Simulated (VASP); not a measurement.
Input of a VASP 6.6.1 run:

INCAR

```
SYSTEM = FePt
ALGO = Normal
EDIFF = 1E-6
ENCUT = 520
GGA = CA
ISIF = 2
ISMEAR = -1
ISPIN = 2
LASPH = .True.
LCHARG = .True.
LELF = .True.
LMAXMIX = 4
LORBIT = 11
LREAL = .False.
LVHAR = .True.
LWAVE = .False.
MAGMOM = 0 3
NBANDS = 20
NELM = 150
PREC = Accurate
SIGMA = 0.05
```

File KPOINTS:

```
k-points
0
Gamma
  10 10 7
  0 0 0
```

POSCAR

```
FePt
1.0
    2.6688972134      0.0000000000      0.0000000000
    0.0000000000      2.6688972134      0.0000000000
    0.0000000000      0.0000000000      3.6636196049
Pt Fe
1 1
Direct
    0.5000000000      0.5000000000      0.5000000000
    0.0000000000      0.0000000000      0.0000000000
```

Potentials or basis: VASP PAW LDA potentials, release 64 (Pt, Fe).

Launch:

```sh
$ cat potpaw_LDA.64/Pt/POTCAR potpaw_LDA.64/Fe/POTCAR > POTCAR
$ mpirun -np 1 vasp_std > vasp.out
```

What does it give for the net moment?

3.12 μB per cell.

Estimate the pressure.

-0.2 GPa.

Estimate the site moments.

Pt +0.35; Fe +2.71 μB.
